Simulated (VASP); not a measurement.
# Mg (Im-3m) in VASP: notebook, part 3 of 3

VASP 6.6.1.

## (5) Electric field gradients, PBE (13.39 Å³/atom)

This run uses another cell than the first one, of 13.39 Å³/atom.

INCAR reads:

```
  ALGO = Normal
  EDIFF = 1E-8
  ENCUT = 520
  GGA = PE
  ISIF = 2
  ISMEAR = -1
  LASPH = True
  LCHARG = False
  LEFG = True
  LREAL = False
  LWAVE = False
  NBANDS = 7
  NELM = 80
  PREC = Accurate
  SIGMA = 0.03
```

KPOINTS reads:

```
k-points
0
Gamma
  19 19 19
```

POSCAR reads:

```
Mg
1.0
   -1.4959298597      1.4959298597      1.4959298597
    1.4959298597     -1.4959298597      1.4959298597
    1.4959298597      1.4959298597     -1.4959298597
Mg
1
Direct
    0.0000000000      0.0000000000      0.0000000000
```

Potentials or basis: VASP PAW PBE potentials, release 64 (Mg).

Command:

```console
$ cat potpaw_PBE.64/Mg/POTCAR > POTCAR
$ mpirun -np 1 vasp_std > vasp.out
```

OUTCAR:

```text
EDIFF = 1E-8
   ENCUT = 520
   GGA = PE
   ISIF = 2
   ISMEAR = -1
   LASPH = True
   LREAL = False
   NELM = 80
   PREC = Accurate

 ion  position               nearest neighbor table
   1  0.000  0.000  0.000-

  LATTYP: Found a body centered cubic cell.
 ALAT       =     2.9918597194

  Lattice vectors:

 A1 = (  -1.4959298597,   1.4959298597,   1.4959298597)
 A2 = (   1.4959298597,  -1.4959298597,   1.4959298597)
 A3 = (   1.4959298597,   1.4959298597,  -1.4959298597)

Analysis of symmetry for initial positions (statically):
=====================================================================
 Subroutine PRICEL returns:
 Original cell was already a primitive cell.

 Routine SETGRP: Setting up the symmetry group for a
 body centered cubic supercell.

[... 420 lines left out ...]
  external PRESSURE =     547.9772651 kB  Pullay stress =       0.0000000 kB

 VOLUME and BASIS-vectors are now :
 -----------------------------------------------------------------------------
  energy-cutoff  :      520.00
  volume of cell :       13.39
      direct lattice vectors                 reciprocal lattice vectors
    -1.495929860  1.495929860  1.495929860     0.000000000  0.334240270  0.334240270
     1.495929860 -1.495929860  1.495929860     0.334240270  0.000000000  0.334240270
     1.495929860  1.495929860 -1.495929860     0.334240270  0.334240270  0.000000000

 POSITION                                       TOTAL-FORCE (eV/Angst)
 -----------------------------------------------------------------------------------
      0.00000      0.00000      0.00000         0.000000     -0.000000     -0.000000
 -----------------------------------------------------------------------------------
    total drift:                                0.000000      0.000000      0.000000

  FREE ENERGIE OF THE ION-ELECTRON SYSTEM (eV)
  ---------------------------------------------------
  free  energy   TOTEN  =        -0.4385872701 eV

  energy  without entropy=       -0.4376043949  energy(sigma->0) =       -0.43809583

 Electric field gradients (V/A^2)
---------------------------------------------------------------------
 ion       V_xx      V_yy      V_zz      V_xy      V_xz      V_yz
---------------------------------------------------------------------
   1      -0.000     0.000     0.000    -0.000    -0.000    -0.000
---------------------------------------------------------------------

 Electric field gradients after diagonalization (V/A^2)
 (convention: |V_zz| > |V_xx| > |V_yy|)
----------------------------------------------------------------------
 ion       V_xx      V_yy      V_zz     asymmetry (V_yy - V_xx)/ V_zz
----------------------------------------------------------------------
   1       0.000     0.000    -0.000       0.000
----------------------------------------------------------------------

           NMR quadrupolar parameters

 Cq : quadrupolar parameter    Cq=e*Q*V_zz/h
 eta: asymmetry parameters     (V_yy - V_xx)/ V_zz
 Q  : nuclear electric quadrupole moment in mb (millibarn)
----------------------------------------------------------------------
 ion       Cq(MHz)       eta       Q (mb)
----------------------------------------------------------------------
   1      -0.000       0.000       1.000
----------------------------------------------------------------------
```

OSZICAR:

```text
N       E                     dE             d eps       ncg     rms          rms(c)
DAV:   1     0.472264386472E+00    0.47226E+00   -0.90644E+02  3472   0.204E+02
DAV:   2    -0.467497734866E+00   -0.93976E+00   -0.90819E+00  4277   0.144E+01
DAV:   3    -0.470151865750E+00   -0.26541E-02   -0.26537E-02  3612   0.842E-01
DAV:   4    -0.470156109699E+00   -0.42439E-05   -0.42435E-05  4473   0.243E-02
DAV:   5    -0.470156117982E+00   -0.82828E-08   -0.89984E-08  3710   0.744E-04    0.750E-01
DAV:   6    -0.451103650466E+00    0.19052E-01   -0.28148E-04  3822   0.112E-01    0.479E-01
DAV:   7    -0.438723232327E+00    0.12380E-01   -0.51806E-04  3458   0.166E-01    0.198E-02
DAV:   8    -0.438597473714E+00    0.12576E-03   -0.18314E-05  3857   0.251E-02    0.563E-03
DAV:   9    -0.438586993860E+00    0.10480E-04   -0.36678E-06  3654   0.108E-02    0.717E-04
DAV:  10    -0.438587240949E+00   -0.24709E-06   -0.60626E-08  3696   0.146E-03    0.481E-05
DAV:  11    -0.438587268369E+00   -0.27420E-07   -0.22967E-10  2436   0.989E-05    0.141E-05
DAV:  12    -0.438587270063E+00   -0.16940E-08   -0.14619E-11  1764   0.233E-05
   1 F= -.43858727E+00 E0= -.43809583E+00  d E =-.982875E-03
```

Run time: 34 s. Hardware: 1 thread of Intel Xeon 8259CL, shared host; peak memory 0.14 GiB.

What came out:

```
Free energy                             : -0.4386 eV
Pressure                                : 54.8 GPa
Band gap on the k mesh                  : zero (bands 1 and 2 overlap by 4.20 eV)
Largest electric field gradient by atom : zero within the noise of the run
```

Levels at points of the mesh, in eV from the Fermi level:
```csv
k point,band 1,band 2,band 3,band 4,band 5
"(0.00, 0.00, 0.00)",-9.68,17.07,17.07,17.07,19.74
```

Caveat: the cell stands under pressure.

## (6) The runs side by side

| cell | gap on the mesh (eV) | pressure (GPa) |
| --- | --- | --- |
| a = 2.557 Å, angles 109.5°, 1 atom | none | 63.5 |
| a = 2.574 Å, angles 109.5°, 1 atom | none | 59.0 |
| a = 2.591 Å, angles 109.5°, 1 atom | none | 54.8 |

Alike in all rows: task electric field gradients; level PBE; potentials or basis VASP PAW PBE potentials, release 64 (Mg); no spin polarisation; k mesh 19 × 19 × 19; cutoff (eV) 520; smearing fermi-dirac 0.03 eV.

Caveats: the cell stands under pressure.

Absolute energies hang on the potentials; compare differences alone.
